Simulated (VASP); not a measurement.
# KCl in VASP: further runs

The runs below take KCl through single point, with PBE.

Program: VASP 6.6.1. These are calculated values, not measurements. Logs are shortened: lines on timing, memory, paths and dates and some standing lists are left out, and cuts for length are marked.

## Step 1: The cell of the first run

The structure is trigonal, space group R-3m (No. 166). The conventional cell has a = 4.508 Å, b = 4.508 Å, c = 10.714 Å, α = 90.00°, β = 90.00°, γ = 120.00°. Within 4.2 Å of K (site symmetry -3m) lie 6 Cl at 3.16 Å. Within 4.2 Å of Cl (site symmetry -3m) lie 6 K at 3.16 Å.

## Step 2: Single point, PBE (equal xy, yz and zx shear strains of -2 %)

The input, INCAR:

```
SYSTEM = KCl
  ALGO = Normal
  EDIFF = 1E-7
  ENCUT = 520
  GGA = PE
  ISIF = 2
  ISMEAR = -1
  LASPH = .True.
  LCHARG = .False.
  LREAL = .False.
  LWAVE = .False.
  NBANDS = 15
  NELM = 100
  PREC = Accurate
  SIGMA = 0.03
```

The input, KPOINTS:

```
k-points
0
Gamma
  7 7 7
  0 0 0
```

The input, POSCAR:

```
KCl
1.0
   -0.0631220000      3.1245390000      3.1245390000
    3.1245390000     -0.0631220000      3.1245390000
    3.1245390000      3.1245390000     -0.0631220000
K Cl
1 1
Direct
    0.0000000000      0.0000000000      0.0000000000
    0.5000000000      0.5000000000      0.5000000000
```

Potentials or basis: VASP PAW PBE potentials, release 64 (K_sv, Cl).

Launch:

```bash
$ cat potpaw_PBE.64/K_sv/POTCAR potpaw_PBE.64/Cl/POTCAR > POTCAR
$ mpirun -np 1 vasp_std > vasp.out
```

OUTCAR:

```text
SYSTEM = KCl
   EDIFF = 1E-7
   ENCUT = 520
   GGA = PE
   ISIF = 2
   ISMEAR = -1
   LASPH = .True.
   LREAL = .False.
   NELM = 100
   PREC = Accurate

 ion  position               nearest neighbor table
   1  0.000  0.000  0.000-   2 3.16   2 3.16   2 3.16   2 3.16   2 3.16   2 3.16
   2  0.500  0.500  0.500-   1 3.16   1 3.16   1 3.16   1 3.16   1 3.16   1 3.16

  LATTYP: Found a trigonal (rhomboedric) cell.
 ALAT       =     4.4192162554
 COS(alpha) =     0.4797000918

  Lattice vectors:

 A1 = (  -0.0631220000,   3.1245390000,   3.1245390000)
 A2 = (   3.1245390000,  -0.0631220000,   3.1245390000)
 A3 = (   3.1245390000,   3.1245390000,  -0.0631220000)

Analysis of symmetry for initial positions (statically):
=====================================================================
 Subroutine PRICEL returns:
 Original cell was already a primitive cell.

 Routine SETGRP: Setting up the symmetry group for a
 trigonal (rhombohedral) supercell.

 Subroutine GETGRP returns: Found 12 space group operations
 (whereof 12 operations were pure point group operations)
 out of a pool of 12 trial point group operations.

The static configuration has the point symmetry D_3d.

Analysis of symmetry for dynamics (positions and initial velocities):
=====================================================================
 Subroutine PRICEL returns:
 Original cell was already a primitive cell.

 Routine SETGRP: Setting up the symmetry group for a
 trigonal (rhombohedral) supercell.

 Subroutine GETGRP returns: Found 12 space group operations
 (whereof 12 operations were pure point group operations)
 out of a pool of 12 trial point group operations.

The dynamic configuration has the point symmetry D_3d.

 Subroutine INISYM returns: Found 12 space group operations
 (whereof 12 operations are pure point group operations),
 and found     1 'primitive' translations

----------------------------------------------------------------------------------------

                                     Primitive cell

  volume of cell :      62.8566

  direct lattice vectors                    reciprocal lattice vectors
    -0.063122000  3.124539000  3.124539000    -0.155254263  0.158455382  0.158455382
     3.124539000 -0.063122000  3.124539000     0.158455382 -0.155254263  0.158455382
     3.124539000  3.124539000 -0.063122000     0.158455382  0.158455382 -0.155254263

  length of vectors
     4.419216255  4.419216255  4.419216255     0.272617135  0.272617135  0.272617135

  position of ions in fractional coordinates (direct lattice)
     0.000000000  0.000000000  0.000000000
     0.500000000  0.500000000  0.500000000

  ion indices of the primitive-cell ions
   primitive index   ion index
                 1           1
                 2           2

----------------------------------------------------------------------------------------

 KPOINTS: k-points

Automatic generation of k-mesh.
 Grid dimensions read from file:
 generate k-points for:    7    7    7

 Generating k-lattice:

  Cartesian coordinates                     Fractional coordinates (reciprocal lattice)
    -0.022179180  0.022636483  0.022636483     0.142857143  0.000000000 -0.000000000
     0.022636483 -0.022179180  0.022636483     0.000000000  0.142857143 -0.000000000
     0.022636483  0.022636483 -0.022179180     0.000000000  0.000000000  0.142857143

  Length of vectors
     0.038945305  0.038945305  0.038945305

  Shift w.r.t. Gamma in fractional coordinates (k-lattice)
     0.000000000  0.000000000  0.000000000

 Subroutine IBZKPT returns following result:
 ===========================================

 Found     44 irreducible k-points:

 Following reciprocal coordinates:
            Coordinates               Weight
  0.000000  0.000000  0.000000      1.000000
  0.142857  0.000000 -0.000000      6.000000
  0.285714 -0.000000 -0.000000      6.000000
  0.428571  0.000000 -0.000000      6.000000
  0.142857  0.142857  0.000000      6.000000
  0.285714  0.142857  0.000000     12.000000
[... 16 lines left out ...]
  0.285714  0.285714  0.142857      6.000000
  0.428571  0.285714  0.142857     12.000000
 [... further k-points ...]
   k-points           NKPTS =     44   k-points in BZ     NKDIM =     44   number of bands    NBANDS=     15
   number of dos      NEDOS =    301   number of ions     NIONS =      2
   total plane-waves  NPLWV =  46656
   dimension x,y,z NGX =    36 NGY =   36 NGZ =   36
   dimension x,y,z NGXF=    72 NGYF=   72 NGZF=   72
   ions per type =               1   1
   NGX,Y,Z   is equivalent  to a cutoff of  13.54, 13.54, 13.54 a.u.
   NGXF,Y,Z  is equivalent  to a cutoff of  27.09, 27.09, 27.09 a.u.
 SYSTEM =  KCl
   PREC   = accura    normal or accurate (medium, high low for compatibility)
   ISTART =      0    job   : 0-new  1-cont  2-samecut
   ICHARG =      2    charge: 1-file 2-atom 10-const
   ISPIN  =      1    spin polarized calculation?
   LNONCOLLINEAR =      F non collinear calculations
   LSORBIT =      F    spin-orbit coupling
   LASPH  =      T    aspherical Exc in radial PAW
   ENCUT  =  520.0 eV  38.22 Ry    6.18 a.u.   8.22  8.22  8.22*2*pi/ulx,y,z
   NELM   =    100;   NELMIN=  2; NELMDL= -5     # of ELM steps
   EDIFF  = 0.1E-06   stopping-criterion for ELM
   LREAL  =      F    real-space projection
   EDIFFG = 0.1E-05   stopping-criterion for IOM
   NSW    =      0    number of steps for IOM
   IBRION =     -1    ionic relax: 0-MD 1-quasi-New 2-CG
   NFREE  =      0    steps in history (QN), initial steepest desc. (CG)
   ISIF   =      2    stress and relaxation
   ISYM   =      2    0-nonsym 1-usesym 2-fastsym
   POTIM  = 0.5000    time-step for ionic-motion
   TEBEG  =    0.0;   TEEND  =   0.0 temperature during run
   PSTRESS=    0.0 pullay stress
   NELECT =      16.0000    total number of electrons
   NUPDOWN=      -1.0000    fix difference up-down
   EMIN   =  10.00;   EMAX   =-10.00  energy-range for DOS
   EFERMI =   0.00;   METHOD = LEGACY
   ISMEAR =    -1;   SIGMA  =   0.03  broadening in eV -4-tet -1-fermi 0-gaus
   EFERMI_NEDOS =   21; number of points for ismear=-14 and -15
   IALGO  =     38    algorithm
   IMIX   =      4    mixing-type and parameters
     AMIX     =   0.40;   BMIX     =  1.00
     AMIX_MAG =   1.60;   BMIX_MAG =  1.00
  volume/ion in A,a.u.               =      31.43       212.09
  Fermi-wavevector in a.u.,A,eV,Ry     =   1.037523  1.960634 14.646050  1.076454
  Thomas-Fermi vector in A             =   2.171965
   LORBIT       =      0    0 simple, 1 ext, 2 COOP (PROOUT), +10 PAW based schemes
   GGA     = PE    functional components
   LHFCALC =     F    Hartree Fock is set to
   AEXX    =    0.0000 exact exchange contribution
   IVDW    =     0    specifies the selected vdW correction
   LEPSILON=     F    determine dielectric tensor
   LRPA    =     F    only Hartree local field effects (RPA)
 non-spin polarized calculation
  energy-cutoff  :      520.00
  volume of cell :       62.86
 maximum number of plane-waves:      1717
 NGX is ok and might be reduce to    36
   NGX = 17   NGY = 17   NGZ = 17

 number of electron      16.0000000 magnetization

 Free energy of the ion-electron system (eV)
  ---------------------------------------------------
  ext. energy  EPLUGINS =         0.00000000
  ---------------------------------------------------
  free energy    TOTEN  =        -6.80499652 eV

  energy without entropy =       -6.80499652  energy(sigma->0) =       -6.80499652

 E-fermi :  -1.1511     XC(G=0):  -7.5033

 val. band max:       -1.8384485810   @ k =   0.0000   0.0000   0.0000
 cond. band min:       3.2774446419   @ k =   0.0000   0.0000   0.0000
 fundamental gap:      5.1158932229
 Fermi energy:        -1.1510799101

 k-point     1 :       0.0000    0.0000    0.0000
  band No.  band energies     occupation
      1     -29.0994      2.00000
      2     -13.9831      2.00000
      3     -12.5612      2.00000
      4     -12.5590      2.00000
      5     -12.5590      2.00000
      6      -1.8926      2.00000
      7      -1.8926      2.00000
      8      -1.8384      2.00000
      9       3.2774      0.00000
     10       6.4161      0.00000
     11       6.4161      0.00000
     12       6.6704      0.00000
     13       7.3751      0.00000
     14       7.3751      0.00000
     15      11.0757      0.00000

 k-point     2 :       0.1429    0.0000   -0.0000
  band No.  band energies     occupation
      1     -29.0975      2.00000
      2     -14.0226      2.00000
      3     -12.5632      2.00000
      4     -12.5601      2.00000
      5     -12.5096      2.00000
      6      -2.1222      2.00000
      7      -1.9544      2.00000
      8      -1.9051      2.00000
      9       3.7486      0.00000
     10       6.3147      0.00000
     11       6.6642      0.00000
     12       6.8942      0.00000
     13       7.6401      0.00000
     14       7.6520      0.00000
     15      11.7617      0.00000

 k-point     3 :       0.2857   -0.0000   -0.0000
  band No.  band energies     occupation
      1     -29.0934      2.00000
      2     -14.1033      2.00000
      3     -12.5679      2.00000
      4     -12.5626      2.00000
      5     -12.4058      2.00000
      6      -2.5692      2.00000
      7      -2.0875      2.00000
      8      -2.0370      2.00000
      9       4.7910      0.00000
     10       6.2798      0.00000
     11       7.3561      0.00000
     12       7.5822      0.00000
     13       8.3503      0.00000
     14       8.3938      0.00000
     15      11.2934      0.00000
[... 343 lines left out ...]
 k-point    23 :       0.2857    0.2857    0.1429
  band No.  band energies     occupation
      1     -29.0930      2.00000
      2     -14.0552      2.00000
      3     -12.5786      2.00000
      4     -12.5725      2.00000
      5     -12.4600      2.00000
      6      -2.4804      2.00000
      7      -2.0517      2.00000
      8      -2.0467      2.00000
      9       4.6912      0.00000
     10       5.7939      0.00000
     11       7.6000      0.00000
     12       7.6463      0.00000
     13       7.9389      0.00000
     14       8.5025      0.00000
     15      11.4088      0.00000

 k-point    24 :       0.4286    0.2857    0.1429
  band No.  band energies     occupation
      1     -29.0900      2.00000
      2     -14.0563      2.00000
      3     -12.6057      2.00000
      4     -12.5757      2.00000
      5     -12.4514      2.00000
      6      -2.6178      2.00000
      7      -2.1599      2.00000
      8      -2.1024      2.00000
      9       5.4549      0.00000
     10       5.6461      0.00000
     11       8.1226      0.00000
     12       8.1413      0.00000
     13       8.5604      0.00000
     14       8.9228      0.00000
     15      10.1968      0.00000

 [... further k-points ...]

------------------------ aborting loop because EDIFF is reached ----------------------------------------

  FORCE on cell =-STRESS in cart. coord.  units (eV):
  Direction    XX          YY          ZZ          XY          YZ          ZX
  --------------------------------------------------------------------------------------
  -------------------------------------------------------------------------------------
  Total        0.2335833      0.2335833      0.2335833      0.0471342      0.0471342      0.0471342
  in kB        5.9538960      5.9538960      5.9538960      1.2014219      1.2014219      1.2014219
  external PRESSURE =       5.9538960 kB  Pullay stress =       0.0000000 kB

 VOLUME and BASIS-vectors are now :
 -----------------------------------------------------------------------------
  energy-cutoff  :      520.00
  volume of cell :       62.86
      direct lattice vectors                 reciprocal lattice vectors
    -0.063122000  3.124539000  3.124539000    -0.155254263  0.158455382  0.158455382
     3.124539000 -0.063122000  3.124539000     0.158455382 -0.155254263  0.158455382
     3.124539000  3.124539000 -0.063122000     0.158455382  0.158455382 -0.155254263

 POSITION                                       TOTAL-FORCE (eV/Angst)
 -----------------------------------------------------------------------------------
      0.00000      0.00000      0.00000         0.000000      0.000000     -0.000000
      3.09298      3.09298      3.09298        -0.000000     -0.000000      0.000000
 -----------------------------------------------------------------------------------
    total drift:                                0.000000      0.000000      0.000000

  FREE ENERGIE OF THE ION-ELECTRON SYSTEM (eV)
  ---------------------------------------------------
  free  energy   TOTEN  =        -6.8049965214 eV

  energy  without entropy=       -6.8049965214  energy(sigma->0) =       -6.80499652
```

Run time: 56 s. Hardware: 1 thread of AMD EPYC 7R43 (Zen 3), shared host; peak memory 0.18 GiB.

Results:

```yaml
Free_energy: -6.8050 eV
Pressure: 0.6 GPa
Band_gap_on_the_k_mesh: 5.12 eV, direct
```

Stress tensor (GPa, compression positive):
```
0.60 0.12 0.12
0.12 0.60 0.12
0.12 0.12 0.60
```

Caveat: the cell differs from its parent crystal (equal xy, yz and zx shear strains of -2 %). A k mesh can miss the band edges.

## Step 3: Single point, PBE (equal xy, yz and zx shear strains of +1 %)

The input, INCAR:

```
PREC = Accurate ; ENCUT = 520
EDIFF = 1E-7 ; ISMEAR = -1
SIGMA = 0.03 ; LREAL = False
LASPH = True ; NELM = 60
ALGO = Normal ; ISIF = 2
LWAVE = False ; LCHARG = True
GGA = PE ; LELF = True
LVHAR = True ; NBANDS = 15
```

The input, KPOINTS:

```
Automatic mesh
0
Gamma
  7 7 7
```

The input, POSCAR:

```
KCl
1.0
    0.0315610000      3.1718805000      3.1718805000
    3.1718805000      0.0315610000      3.1718805000
    3.1718805000      3.1718805000      0.0315610000
K Cl
1 1
Direct
    0.0000000000      0.0000000000      0.0000000000
    0.5000000000      0.5000000000      0.5000000000
```

Potentials or basis: VASP PAW PBE potentials, release 64 (K_sv, Cl).

Launch:

```bash
$ cat potpaw_PBE.64/K_sv/POTCAR potpaw_PBE.64/Cl/POTCAR > POTCAR
$ mpirun -np 1 vasp_std > vasp.out
```

OUTCAR:

```text
PREC = Accurate
   ENCUT = 520
   EDIFF = 1E-7
   ISMEAR = -1
   LREAL = False
   LASPH = True
   NELM = 60
   ISIF = 2
   GGA = PE

 ion  position               nearest neighbor table
   1  0.000  0.000  0.000-   2 3.16   2 3.16   2 3.16   2 3.16   2 3.16   2 3.16
   2  0.500  0.500  0.500-   1 3.16   1 3.16   1 3.16   1 3.16   1 3.16   1 3.16

  LATTYP: Found a trigonal (rhomboedric) cell.
 ALAT       =     4.4858274498
 COS(alpha) =     0.5099250056

  Lattice vectors:

 A1 = (   0.0315610000,   3.1718805000,   3.1718805000)
 A2 = (   3.1718805000,   0.0315610000,   3.1718805000)
 A3 = (   3.1718805000,   3.1718805000,   0.0315610000)

Analysis of symmetry for initial positions (statically):
=====================================================================
 Subroutine PRICEL returns:
 Original cell was already a primitive cell.

 Routine SETGRP: Setting up the symmetry group for a
 trigonal (rhombohedral) supercell.

 Subroutine GETGRP returns: Found 12 space group operations
 (whereof 12 operations were pure point group operations)
 out of a pool of 12 trial point group operations.

The static configuration has the point symmetry D_3d.
[... 175 lines left out ...]
      6      -1.8963      2.00000
      7      -1.8678      2.00000
      8      -1.8678      2.00000
      9       3.2772      0.00000
     10       6.4181      0.00000
     11       6.5380      0.00000
     12       6.5380      0.00000
     13       7.3703      0.00000
     14       7.3703      0.00000
[... 401 lines left out ...]
      2     -14.0642      2.00000
      3     -12.6059      2.00000
      4     -12.5795      2.00000
      5     -12.4379      2.00000
      6      -2.6115      2.00000
      7      -2.1340      2.00000
      8      -2.1133      2.00000
      9       5.4306      0.00000
     10       5.6576      0.00000
     11       8.1306      0.00000
     12       8.1849      0.00000
     13       8.4768      0.00000
     14       8.9362      0.00000
     15      10.1472      0.00000

 [... further k-points ...]

------------------------ aborting loop because EDIFF is reached ----------------------------------------

  FORCE on cell =-STRESS in cart. coord.  units (eV):
  Direction    XX          YY          ZZ          XY          YZ          ZX
  --------------------------------------------------------------------------------------
  -------------------------------------------------------------------------------------
  Total        0.2343918      0.2343918      0.2343918     -0.0256646     -0.0256646     -0.0256646
  in kB        5.9731479      5.9731479      5.9731479     -0.6540259     -0.6540259     -0.6540259
  external PRESSURE =       5.9731479 kB  Pullay stress =       0.0000000 kB

 VOLUME and BASIS-vectors are now :
 -----------------------------------------------------------------------------
  energy-cutoff  :      520.00
  volume of cell :       62.87
      direct lattice vectors                 reciprocal lattice vectors
     0.031561000  3.171880500  3.171880500    -0.160007683  0.158431253  0.158431253
     3.171880500  0.031561000  3.171880500     0.158431253 -0.160007683  0.158431253
     3.171880500  3.171880500  0.031561000     0.158431253  0.158431253 -0.160007683

 POSITION                                       TOTAL-FORCE (eV/Angst)
 -----------------------------------------------------------------------------------
      0.00000      0.00000      0.00000         0.000000      0.000000      0.000000
      3.18766      3.18766      3.18766        -0.000000     -0.000000     -0.000000
 -----------------------------------------------------------------------------------
    total drift:                                0.000000      0.000000      0.000000

  FREE ENERGIE OF THE ION-ELECTRON SYSTEM (eV)
  ---------------------------------------------------
  free  energy   TOTEN  =        -6.8061185941 eV

  energy  without entropy=       -6.8061185941  energy(sigma->0) =       -6.80611859
```

OSZICAR:

```text
N       E                     dE             d eps       ncg     rms          rms(c)
DAV:   1     0.102222955716E+03    0.10222E+03   -0.71082E+03  1320   0.962E+02
DAV:   2    -0.831213059134E+00   -0.10305E+03   -0.94906E+02  1704   0.238E+02
DAV:   3    -0.687638952799E+01   -0.60452E+01   -0.60138E+01  1875   0.511E+01
DAV:   4    -0.709836732499E+01   -0.22198E+00   -0.22195E+00  1973   0.871E+00
DAV:   5    -0.710009651860E+01   -0.17292E-02   -0.17292E-02  1889   0.847E-01    0.329E+00
DAV:   6    -0.680766191417E+01    0.29243E+00   -0.42087E-01  1726   0.326E+00    0.269E+00
DAV:   7    -0.679254151329E+01    0.15120E-01   -0.10239E-01  1852   0.181E+00    0.155E+00
DAV:   8    -0.680476315829E+01   -0.12222E-01   -0.15972E-02  1623   0.946E-01    0.178E-01
DAV:   9    -0.680551755914E+01   -0.75440E-03   -0.93515E-04  1824   0.193E-01    0.971E-02
DAV:  10    -0.680611033784E+01   -0.59278E-03   -0.62450E-04  1376   0.156E-01    0.201E-02
DAV:  11    -0.680611507947E+01   -0.47416E-05   -0.23122E-05  1923   0.270E-02    0.606E-03
DAV:  12    -0.680611818624E+01   -0.31068E-05   -0.39344E-06  1474   0.141E-02    0.474E-03
DAV:  13    -0.680611845947E+01   -0.27324E-06   -0.50649E-07  1824   0.374E-03    0.898E-04
DAV:  14    -0.680611858701E+01   -0.12754E-06   -0.94744E-08  1419   0.197E-03    0.302E-04
DAV:  15    -0.680611859411E+01   -0.70968E-08   -0.18491E-09   968   0.296E-04
   1 F= -.68061186E+01 E0= -.68061186E+01  d E =-.123222E-11
```

It took 58 s on 1 thread of AMD EPYC 7R43 (Zen 3), shared host; peak memory 0.18 GiB.

Results:

```
Free energy            : -6.8061 eV
Pressure               : 0.6 GPa
Band gap on the k mesh : 5.14 eV, direct
```

Stress tensor (GPa, compression positive):
```
 0.60 -0.07 -0.07
-0.07  0.60 -0.07
-0.07 -0.07  0.60
```

Caveat: the cell differs from its parent crystal (equal xy, yz and zx shear strains of +1 %). A k mesh can miss the band edges.

(Continued in part 2 of 2.)
